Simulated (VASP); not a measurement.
A run of VASP 6.6.1:

The input INCAR:

```
ALGO     = Normal         # electronic algorithm
DIPOL    = 0.5 0.5 0.500
EDIFF    = 1E-6           # SCF threshold, eV
ENCUT    = 520            # plane-wave cutoff, eV
GGA      = PE             # functional
IDIPOL   = 3            
ISIF     = 2              # what is computed and relaxed
ISMEAR   = 0              # smearing method
LASPH    = True           # aspherical terms in the spheres
LCHARG   = False          # write CHGCAR
LDIPOL   = True         
LREAL    = False          # projectors in reciprocal space
LWAVE    = False          # write WAVECAR
NBANDS   = 33             # bands
NELM     = 100            # most SCF steps
PREC     = Accurate       # precision mode
SIGMA    = 0.05           # smearing width, eV
```

KPOINTS

```
k-points
0
Gamma
  9 9 1
```

Contents of POSCAR:

```
Si6C5
1.0
    3.0969355084      0.0000000000      0.0000000000
    0.0000000000      3.0969355084      0.0000000000
    0.0000000000      0.0000000000     25.9493204946
Si C
6 5
Direct
    0.5000000000      0.5000000000      0.2885429603
    0.0000000000      0.0000000000      0.3735140635
    0.5000000000      0.5000000000      0.4577964436
    0.0000000000      0.0000000000      0.5422039963
    0.5000000000      0.5000000000      0.6264860915
    0.0000000000      0.0000000000      0.7114569740
    0.5000000000      0.0000000000      0.3316266482
    0.0000000000      0.5000000000      0.4156355448
    0.5000000000      0.0000000000      0.5000000500
    0.0000000000      0.5000000000      0.5843643288
    0.5000000000      0.0000000000      0.6683728991
```

Potentials or basis: VASP PAW PBE potentials, release 64 (Si, C).

Launch:

```sh
$ cat potpaw_PBE.64/Si/POTCAR potpaw_PBE.64/C/POTCAR > POTCAR
$ mpirun -np 1 vasp_std > vasp.out
```

Hardware: 1 thread of Intel Xeon 8259CL, with other jobs on the host.

How long does it take, and how much memory?

It took 5.6 min on 1 thread of Intel Xeon 8259CL, on a shared host, peak memory 0.36 GiB. Counts: scf iterations 23, k points 15.
